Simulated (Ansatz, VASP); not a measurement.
**One calculation of AlN, two programs**

Contents of INCAR:

```
SYSTEM = AlN
  ALGO = Normal
  EDIFF = 1E-6
  ENCUT = 520
  GGA = PS
  ISIF = 2
  ISMEAR = 0
  LASPH = .TRUE.
  LCHARG = .TRUE.
  LELF = .TRUE.
  LREAL = .FALSE.
  LVHAR = .TRUE.
  LWAVE = .FALSE.
  NBANDS = 26
  NELM = 100
  PREC = Accurate
  SIGMA = 0.05
```

KPOINTS

```
k-points
0
G
  6 6 6
  0 0 0
```

Contents of POSCAR:

```
AlN
1.0
    4.3771405283      0.0000000000      0.0000000000
    0.0000000000     -4.3771405283      0.0000000000
    0.0000000000      0.0000000000     -4.3771405283
Al N
4 4
Direct
   -0.0610641494     -0.0575718322     -0.0610641494
    0.5000000000      0.5000000000      0.0000000000
    0.5000000000      0.0000000000      0.5000000000
    0.0000000000      0.5000000000      0.5000000000
    0.7500000000      0.7500000000      0.7500000000
    0.2500000000      0.2500000000      0.7500000000
    0.2500000000      0.7500000000      0.2500000000
    0.7500000000      0.2500000000      0.2500000000
```

Input for Ansatz:

```yaml
crystal:
  lattice:
    - [4.3771405283, 0.0, 0.0]
    - [0.0, -4.3771405283, 0.0]
    - [0.0, 0.0, -4.3771405283]
  atoms:
    - { symbol: Al, position: [-0.0610641494, -0.0575718322, -0.0610641494] }
    - { symbol: Al, position: [0.5, 0.5, 0.0] }
    - { symbol: Al, position: [0.5, 0.0, 0.5] }
    - { symbol: Al, position: [0.0, 0.5, 0.5] }
    - { symbol: "N", position: [0.75, 0.75, 0.75] }
    - { symbol: "N", position: [0.25, 0.25, 0.75] }
    - { symbol: "N", position: [0.25, 0.75, 0.25] }
    - { symbol: "N", position: [0.75, 0.25, 0.25] }
basis:
  ecutwfc: 420
kpoints:
  mp_grid: { grid: [6, 6, 6] }
hamiltonian:
  xc: pbesol
  pseudopotentials: { kind: paw, azcp: { folder: soft_1 } }
scf:
  occupations: { method: gaussian, width: 0.05 }
output:
  forces: true
  stress: true
  eigenvalues: true
```

Alike in both runs: task single point; functional PBEsol; k mesh 6 × 6 × 6; occupations gaussian, width 0.05 eV; no spin polarisation.

|  | VASP | Ansatz |
| --- | --- | --- |
| version | VASP 6.6.1 | Ansatz 0.2.0 |
| potentials or method | VASP PAW PBE potentials, release 64 (Al, N), cutoff 520 eV | scalar-relativistic, plane waves, PAW |
| valence electrons in the cell | 32 | 32 |

|  | VASP | Ansatz | Ansatz less VASP |
| --- | --- | --- | --- |
| gap on the k mesh at the Fermi level (eV) | 2.25 | 2.25 | +0.006 |
| least direct gap on the mesh (eV) | 2.28 | 2.29 | +0.007 |
| pressure (GPa) | 13.3 | 13.1 | -0.17 |
| traceless stress, the component that is largest in VASP (GPa) | 15.91 | 15.73 | -0.182 |
| rms of the force components (eV/Å) | 6.044 | 5.996 | -0.0478 |

VASP's potentials were made for PBE, not for PBEsol, and Ansatz warns of the same on its side. Atom by atom the forces differ by 0.049 eV/Å (rms over components).
